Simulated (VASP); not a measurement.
# Al32H (a cell with a defect) in VASP: single point with LDA

Aim: the single point of Al32H (a cell with a defect) with LDA.

Program: VASP 6.6.1. These are calculated values, not measurements. Logs are shortened: lines on timing, memory, paths and dates and some standing lists are left out, and cuts for length are marked.

### Step 1. The cell of the first run

The cell holds a defect, 33 atoms: a = 8.100 Å, b = 8.100 Å, c = 8.100 Å, α = 90.00°, β = 90.00°, γ = 90.00°.

### Step 2. Single point, LDA

Input file INCAR:

```
SYSTEM = Al32H
PREC     = Accurate       ! precision mode
ENCUT    = 520            ! plane-wave cutoff, eV
EDIFF    = 1E-7           ! SCF threshold, eV
ISMEAR   = 0              ! smearing method
SIGMA    = 0.15           ! smearing width, eV
LREAL    = Auto         
LASPH    = .True.         ! aspherical terms in the spheres
NELM     = 100            ! most SCF steps
ALGO     = Normal         ! electronic algorithm
ISIF     = 2              ! what is computed and relaxed
LWAVE    = .False.        ! write WAVECAR
LCHARG   = .False.        ! write CHGCAR
NBANDS   = 70             ! bands
```

Input file KPOINTS:

```
Automatic mesh
0
Gamma
  3 3 3
  0 0 0
```

Input file POSCAR:

```
Al32H
1.0
    8.1000000000      0.0000000000      0.0000000000
    0.0000000000      8.1000000000      0.0000000000
    0.0000000000      0.0000000000      8.1000000000
Al H
32 1
Direct
    0.4967838272     -0.0043634568      0.0003097531
    0.7462797531      0.2462491358     -0.0013793827
    0.7464554321      0.0016765432      0.2497077778
   -0.0039271605     -0.0040624691      0.0004259259
    0.2463334568      0.2461825926     -0.0012664198
    0.4967293827      0.4965930864      0.0003832099
    0.7465970370      0.7463992593     -0.0056937037
    0.2463383951     -0.0024770370      0.2497944444
    0.4949718519      0.2460579012      0.2497113580
    0.7464367901      0.4902460494      0.2496569136
    0.4968491358     -0.0041872840      0.4995606173
    0.7463602469      0.2463692593      0.5009416049
    0.7465361728     -0.0020575309      0.7500828395
   -0.0042107407      0.4966308642      0.0003161728
    0.2463797531      0.7461206173     -0.0013990123
   -0.0023328395      0.2461920988      0.2497993827
    0.2462125926      0.4947701235      0.2497165432
    0.4902467901      0.7462392593      0.2496504938
   -0.0040034568     -0.0041549383      0.4994437037
    0.2462943210      0.2461541975      0.5008308642
    0.4965798765      0.4964272840      0.4994616049
    0.7466496296      0.7464420988      0.5070965432
    0.2464379012     -0.0028902469      0.7498337037
    0.4953334568      0.2461360494      0.7498686420
    0.7462809877      0.4948237037      0.7499525926
    0.0018048148      0.7462582716      0.2497083951
   -0.0040688889      0.4967296296      0.4995366667
    0.2465246914      0.7461911111      0.5009571605
   -0.0027343210      0.2462930864      0.7498282716
    0.2462816049      0.4951841975      0.7498622222
    0.4950127160      0.7461125926      0.7499370370
   -0.0018965432      0.7463656790      0.7500954321
    0.7426419753      0.7437629630      0.2579670370
```

Potentials or basis: VASP PAW LDA potentials, release 64 (Al, H).

The run is started by

```
> cat potpaw_LDA.64/Al/POTCAR potpaw_LDA.64/H/POTCAR > POTCAR
> mpirun -np 1 vasp_std > vasp.out
```

OUTCAR:

```text
SYSTEM = Al32H
   PREC = Accurate
   ENCUT = 520
   EDIFF = 1E-7
   ISMEAR = 0
   LREAL = Auto
   LASPH = .True.
   NELM = 100
   ISIF = 2

 ion  position               nearest neighbor table
   1  0.497  0.996  0.000-  18 2.86   7 2.86   3 2.86   9 2.86  31 2.86  15 2.86   8 2.86  13 2.86
                             2 2.86  23 2.87  24 2.87   5 2.87
   2  0.746  0.246  0.999-  10 2.84   3 2.84  13 2.85  25 2.85  24 2.86  29 2.86  14 2.86   6 2.86
                             4 2.86   1 2.86   9 2.88  16 2.88
   3  0.746  0.002  0.250-  33 2.09   2 2.84  16 2.84   9 2.84  12 2.84   4 2.86   1 2.86  19 2.86
                            11 2.86   7 2.92  26 2.93  18 2.93  22 2.94
   4  0.996  0.996  0.000-   3 2.86  26 2.86   7 2.86  16 2.86   8 2.86  13 2.86  32 2.86   2 2.86
                            15 2.86   5 2.87  29 2.87  23 2.87
   5  0.246  0.246  0.999-  24 2.85  30 2.85  23 2.85  29 2.85  17 2.86   9 2.86   8 2.86  16 2.86
                             4 2.87   6 2.87  14 2.87   1 2.87
   6  0.497  0.497  0.000-  18 2.86  10 2.86   7 2.86  17 2.86   9 2.86  15 2.86   2 2.86  31 2.86
                            25 2.86   5 2.87  30 2.87  24 2.87
   7  0.747  0.746  0.994-  32 2.84  13 2.84  25 2.84  31 2.84  14 2.86   4 2.86   1 2.86   6 2.86
                            26 2.92   3 2.92  10 2.93  18 2.93
   8  0.246  0.998  0.250-  18 2.84  26 2.84   9 2.85  16 2.85   4 2.86  20 2.86   5 2.86   1 2.86
                            19 2.86  11 2.87  28 2.88  15 2.88
   9  0.495  0.246  0.250-  10 2.84   3 2.84   8 2.85  17 2.85   5 2.86  20 2.86   1 2.86   6 2.86
[... 32 lines left out ...]
                            27 2.86  21 2.86  31 2.88  32 2.88
  26  0.002  0.746  0.250-  33 2.10  15 2.84   8 2.84  17 2.84  28 2.84   4 2.86  14 2.86  19 2.86
                            27 2.86   7 2.92   3 2.93  10 2.93  22 2.94
  27  0.996  0.497  0.500-  22 2.86  26 2.86  10 2.86  12 2.86  28 2.86  25 2.86  17 2.86  32 2.86
                            16 2.87  30 2.87  29 2.87  20 2.87
  28  0.247  0.746  0.501-  18 2.84  26 2.84  31 2.85  32 2.85  23 2.86  21 2.86  30 2.86  11 2.86
                            27 2.86  19 2.86   8 2.88  17 2.88
  29  0.997  0.246  0.750-  30 2.85   5 2.85  20 2.85  23 2.85  13 2.86  25 2.86   2 2.86  12 2.86
                            27 2.87  14 2.87  19 2.87   4 2.87
  30  0.246  0.495  0.750-   5 2.85  29 2.85  20 2.85  24 2.85  32 2.86  31 2.86  15 2.86  28 2.86
                            27 2.87  21 2.87  14 2.87   6 2.87
  31  0.495  0.746  0.750-  22 2.83   7 2.84  15 2.85  28 2.85  23 2.86  30 2.86   1 2.86   6 2.86
                            11 2.86  21 2.86  25 2.88  13 2.88
  32  0.998  0.746  0.750-  22 2.83   7 2.84  15 2.85  28 2.85  23 2.86  30 2.86   4 2.86  14 2.86
                            19 2.86  27 2.86  13 2.88  25 2.88
  33  0.743  0.744  0.258-  22 2.02  18 2.05  10 2.05   3 2.09  26 2.10

  LATTYP: Found a simple cubic cell.
 ALAT       =     8.1000000000

  Lattice vectors:

 A1 = (   8.1000000000,   0.0000000000,   0.0000000000)
 A2 = (   0.0000000000,   8.1000000000,   0.0000000000)
 A3 = (   0.0000000000,   0.0000000000,   8.1000000000)

Analysis of symmetry for initial positions (statically):
=====================================================================
 Subroutine PRICEL returns:
 Original cell was already a primitive cell.

 Routine SETGRP: Setting up the symmetry group for a
 simple cubic supercell.

 Subroutine GETGRP returns: Found  1 space group operations
 (whereof  1 operations were pure point group operations)
 out of a pool of 48 trial point group operations.

The static configuration has the point symmetry C_1 .

Analysis of symmetry for dynamics (positions and initial velocities):
=====================================================================
 Subroutine PRICEL returns:
 Original cell was already a primitive cell.

 Routine SETGRP: Setting up the symmetry group for a
 simple cubic supercell.

 Subroutine GETGRP returns: Found  1 space group operations
 (whereof  1 operations were pure point group operations)
 out of a pool of 48 trial point group operations.

The dynamic configuration has the point symmetry C_1 .

 Subroutine INISYM returns: Found  1 space group operations
 (whereof  1 operations are pure point group operations),
 and found     1 'primitive' translations

----------------------------------------------------------------------------------------

                                     Primitive cell

  volume of cell :     531.4410

  direct lattice vectors                    reciprocal lattice vectors
     8.100000000  0.000000000  0.000000000     0.123456790  0.000000000  0.000000000
     0.000000000  8.100000000  0.000000000     0.000000000  0.123456790  0.000000000
     0.000000000  0.000000000  8.100000000     0.000000000  0.000000000  0.123456790
[... 92 lines left out ...]

  Shift w.r.t. Gamma in fractional coordinates (k-lattice)
     0.000000000  0.000000000  0.000000000

 Subroutine IBZKPT returns following result:
 ===========================================

 Found     14 irreducible k-points:

 Following reciprocal coordinates:
            Coordinates               Weight
  0.000000  0.000000  0.000000      1.000000
  0.333333  0.000000  0.000000      2.000000
  0.000000  0.333333  0.000000      2.000000
  0.000000  0.000000  0.333333      2.000000
  0.333333  0.333333  0.000000      2.000000
  0.000000  0.333333  0.333333      2.000000
  0.333333  0.000000  0.333333      2.000000
 -0.333333  0.333333  0.000000      2.000000
 -0.333333  0.000000  0.333333      2.000000
  0.000000 -0.333333  0.333333      2.000000
  0.333333  0.333333  0.333333      2.000000
 -0.333333  0.333333  0.333333      2.000000
 -0.333333 -0.333333  0.333333      2.000000
  0.333333 -0.333333  0.333333      2.000000
   k-points           NKPTS =     14   k-points in BZ     NKDIM =     14   number of bands    NBANDS=     70
   number of dos      NEDOS =    301   number of ions     NIONS =     33
   total plane-waves  NPLWV = 216000
   dimension x,y,z NGX =    60 NGY =   60 NGZ =   60
   dimension x,y,z NGXF=   120 NGYF=  120 NGZF=  120
   ions per type =              32   1
   NGX,Y,Z   is equivalent  to a cutoff of  12.31, 12.31, 12.31 a.u.
   NGXF,Y,Z  is equivalent  to a cutoff of  24.63, 24.63, 24.63 a.u.
 SYSTEM =  Al32H
   PREC   = accura    normal or accurate (medium, high low for compatibility)
   ISTART =      0    job   : 0-new  1-cont  2-samecut
   ICHARG =      2    charge: 1-file 2-atom 10-const
   ISPIN  =      1    spin polarized calculation?
   LNONCOLLINEAR =      F non collinear calculations
   LSORBIT =      F    spin-orbit coupling
   LASPH  =      T    aspherical Exc in radial PAW
   ENCUT  =  520.0 eV  38.22 Ry    6.18 a.u.  15.06 15.06 15.06*2*pi/ulx,y,z
   NELM   =    100;   NELMIN=  2; NELMDL= -5     # of ELM steps
   EDIFF  = 0.1E-06   stopping-criterion for ELM
   LREAL  =      T    real-space projection
   EDIFFG = 0.1E-05   stopping-criterion for IOM
   NSW    =      0    number of steps for IOM
   IBRION =     -1    ionic relax: 0-MD 1-quasi-New 2-CG
   NFREE  =      0    steps in history (QN), initial steepest desc. (CG)
   ISIF   =      2    stress and relaxation
   ISYM   =      2    0-nonsym 1-usesym 2-fastsym
   POTIM  = 0.5000    time-step for ionic-motion
   TEBEG  =    0.0;   TEEND  =   0.0 temperature during run
   PSTRESS=    0.0 pullay stress
   NELECT =      97.0000    total number of electrons
   NUPDOWN=      -1.0000    fix difference up-down
   EMIN   =  10.00;   EMAX   =-10.00  energy-range for DOS
   EFERMI =   0.00;   METHOD = LEGACY
   ISMEAR =     0;   SIGMA  =   0.15  broadening in eV -4-tet -1-fermi 0-gaus
   EFERMI_NEDOS =   21; number of points for ismear=-14 and -15
   IALGO  =     38    algorithm
   IMIX   =      4    mixing-type and parameters
     AMIX     =   0.40;   BMIX     =  1.00
     AMIX_MAG =   1.60;   BMIX_MAG =  1.00
  volume/ion in A,a.u.               =      16.10       108.68
  Fermi-wavevector in a.u.,A,eV,Ry     =   0.928639  1.754874 11.733269  0.862371
  Thomas-Fermi vector in A             =   2.054837
   LORBIT       =      0    0 simple, 1 ext, 2 COOP (PROOUT), +10 PAW based schemes
   GGA     = CA    functional components
   LHFCALC =     F    Hartree Fock is set to
   AEXX    =    0.0000 exact exchange contribution
   IVDW    =     0    specifies the selected vdW correction
   LEPSILON=     F    determine dielectric tensor
   LRPA    =     F    only Hartree local field effects (RPA)
 non-spin polarized calculation
 Gauss-broadening in eV      SIGMA  =   0.15
  energy-cutoff  :      520.00
  volume of cell :      531.44
 maximum number of plane-waves:     14358
   NGX = 31   NGY = 31   NGZ = 31

 number of electron      96.9999999 magnetization

 Free energy of the ion-electron system (eV)
  ---------------------------------------------------
  ext. energy  EPLUGINS =         0.00000000
  ---------------------------------------------------
  free energy    TOTEN  =      -137.59970175 eV

  energy without entropy =     -137.53787678  energy(sigma->0) =     -137.56878927

 E-fermi :   7.6632     XC(G=0): -10.3434

 val. band max:        7.5145148952   @ k =   0.3333  -0.3333   0.3333
 cond. band min:       7.7942725543   @ k =   0.0000   0.3333   0.0000
 fundamental gap:      0.2797576590
 Fermi energy:         7.6631829842

 k-point     1 :       0.0000    0.0000    0.0000
  band No.  band energies     occupation
      1      -3.4559      2.00000
      2      -1.8171      2.00000
      3      -1.1021      2.00000
      4      -1.1019      2.00000
      5      -1.0751      2.00000
      6      -1.0750      2.00000
[... 871 lines left out ...]
     59       9.5551      0.00000
     60       9.5552      0.00000
 [bands above 60 left out]

------------------------ aborting loop because EDIFF is reached ----------------------------------------

  FORCE on cell =-STRESS in cart. coord.  units (eV):
  Direction    XX          YY          ZZ          XY          YZ          ZX
  --------------------------------------------------------------------------------------
  -------------------------------------------------------------------------------------
  Total      -10.3064121    -10.3117350    -10.2745399      0.0222401      0.0036329      0.0051343
  in kB      -31.0715581    -31.0876053    -30.9754704      0.0670491      0.0109524      0.0154788
  external PRESSURE =     -31.0448779 kB  Pullay stress =       0.0000000 kB

 VOLUME and BASIS-vectors are now :
 -----------------------------------------------------------------------------
  energy-cutoff  :      520.00
  volume of cell :      531.44
      direct lattice vectors                 reciprocal lattice vectors
     8.100000000  0.000000000  0.000000000     0.123456790  0.000000000  0.000000000
     0.000000000  8.100000000  0.000000000     0.000000000  0.123456790  0.000000000
     0.000000000  0.000000000  8.100000000     0.000000000  0.000000000  0.123456790

 POSITION                                       TOTAL-FORCE (eV/Angst)
 -----------------------------------------------------------------------------------
      4.02395      8.06466      0.00251        -0.000342      0.002994     -0.000630
      6.04487      1.99462      8.08883         0.001053     -0.002796     -0.002419
      6.04629      0.01358      2.02263         0.001212      0.000690      0.002120
      8.06819      8.06709      0.00345        -0.001917     -0.001352     -0.002654
      1.99530      1.99408      8.08974        -0.000097     -0.000292      0.003318
      4.02351      4.02240      0.00310         0.000997      0.000565     -0.002462
[... 25 lines left out ...]
      8.08464      6.04556      6.07577        -0.002219      0.000541     -0.000696
      6.01540      6.02448      2.08953         0.008656      0.005273     -0.020555
 -----------------------------------------------------------------------------------
    total drift:                                0.020997      0.021535     -0.001235

  FREE ENERGIE OF THE ION-ELECTRON SYSTEM (eV)
  ---------------------------------------------------
  free  energy   TOTEN  =      -137.5997017536 eV

  energy  without entropy=     -137.5378767835  energy(sigma->0) =     -137.56878927
```

It took 12 min on 1 thread of Oxide Virtual Turin-like, shared host; peak memory 0.53 GiB.

Results:

```
Free energy   : -137.5997 eV
Pressure      : -3.1 GPa
Largest force : 0.023 eV/Å
```

Forces in eV/Å, atoms in the order of the input:
```
Al   0.000  0.003 -0.001
Al   0.001 -0.003 -0.002
Al   0.001  0.001  0.002
Al  -0.002 -0.001 -0.003
Al   0.000  0.000  0.003
Al   0.001  0.001 -0.002
Al  -0.003 -0.003  0.005
Al   0.001  0.003  0.000
Al  -0.001  0.000  0.001
Al  -0.003  0.001  0.002
Al  -0.001  0.002  0.001
Al   0.000 -0.004  0.003
Al   0.000 -0.003 -0.001
Al   0.003 -0.001 -0.001
Al  -0.002  0.001 -0.002
Al   0.003  0.002  0.000
Al   0.000 -0.001  0.001
Al   0.000 -0.003  0.003
Al  -0.001  0.000  0.004
Al   0.000  0.000 -0.001
Al   0.003  0.003  0.002
Al  -0.004 -0.004 -0.004
Al   0.000  0.002  0.001
Al   0.002  0.000  0.001
Al   0.001 -0.002  0.002
Al   0.000  0.001  0.001
Al   0.002 -0.001  0.001
Al  -0.005  0.001  0.003
Al   0.002  0.000  0.000
Al   0.000  0.002  0.000
Al  -0.002  0.001  0.001
Al  -0.002  0.001 -0.001
H    0.009  0.005 -0.021
```

Levels at points of the mesh, in eV from the Fermi level:
```csv
k point,band 45,band 46,band 47,band 48,band 49,band 50,band 51,band 52
"(0.00, 0.00, 0.00)",-0.71,-0.67,0.27,0.27,0.32,0.32,0.32,1.01
```
